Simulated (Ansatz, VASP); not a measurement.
# Two plane-wave programs on Sr3Cl4

INCAR

```
PREC = Accurate
ENCUT = 600
EDIFF = 1E-6
ISMEAR = 0
SIGMA = 0.1
LREAL = F
LASPH = T
NELM = 60
ALGO = Normal
ISIF = 3
LWAVE = F
LCHARG = F
GGA = PE
IBRION = 2
NSW = 90
EDIFFG = -0.04
```

Contents of KPOINTS:

```
regular mesh
0
Gamma
  4 4 4
```

The input POSCAR:

```
Sr3Cl4
1.0
    5.3444407400      0.0000000000      0.0000000000
    0.0000000000      5.3444407400      0.0000000000
    0.0000000000      0.0000000000      5.3444407400
Sr Cl
3 4
Direct
    0.5000000000      0.0000000000      0.0000000000
    0.0000000000      0.5000000000      0.0000000000
    0.0000000000      0.0000000000      0.5000000000
    0.0000000000      0.5000000000      0.5000000000
    0.5000000000      0.0000000000      0.5000000000
    0.5000000000      0.5000000000      0.0000000000
    0.0000000000      0.0000000000      0.0000000000
```

Input for Ansatz:

```yaml
crystal:
  lattice:
    - [5.34444074, 0.0, 0.0]
    - [0.0, 5.34444074, 0.0]
    - [0.0, 0.0, 5.34444074]
  atoms:
    - { symbol: Sr, position: [0.5, 0.0, 0.0] }
    - { symbol: Sr, position: [0.0, 0.5, 0.0] }
    - { symbol: Sr, position: [0.0, 0.0, 0.5] }
    - { symbol: Cl, position: [0.0, 0.5, 0.5] }
    - { symbol: Cl, position: [0.5, 0.0, 0.5] }
    - { symbol: Cl, position: [0.5, 0.5, 0.0] }
    - { symbol: Cl, position: [0.0, 0.0, 0.0] }
basis:
  ecutwfc: 420
kpoints:
  mp_grid: { grid: [4, 4, 4] }
hamiltonian:
  xc: pbe
scf:
  occupations: { method: gaussian, width: 0.1 }
  lower_state_search: "off"
output:
  forces: true
  stress: true
  eigenvalues: true
relax:
  adjacent_minimum: "off"
  f_tol: 0.04
  max_steps: 70
  cell: { stress_tol: 0.4 }
```

Alike in both runs: task relaxation of cell and atoms; functional PBE; k mesh 4 × 4 × 4; occupations gaussian, width 0.1 eV; no spin polarisation.

|  | VASP | Ansatz |
| --- | --- | --- |
| version | VASP 6.6.1 | Ansatz 0.2.0 |
| potentials or method | VASP PAW PBE potentials, release 64 (Sr_sv, Cl), cutoff 600 eV | scalar-relativistic, plane waves, PAW |
| valence electrons in the cell | 58 | 58 |

|  | VASP | Ansatz | Ansatz less VASP |
| --- | --- | --- | --- |
| gap on the k mesh at the Fermi level, each at its own relaxed structure (eV) | none | none | - |
| relaxed volume (Å³/atom) | 30.26 | 29.96 | -0.298 |
| relaxed cell length with the largest relative difference (Å) | 5.961 | 5.941 | -0.0196 |

A gap of «none» marks a metal or a gap that the smearing closes.

Noted on VASP's run: the volume moved by over 15 % at a fixed basis, so the end points are rough.
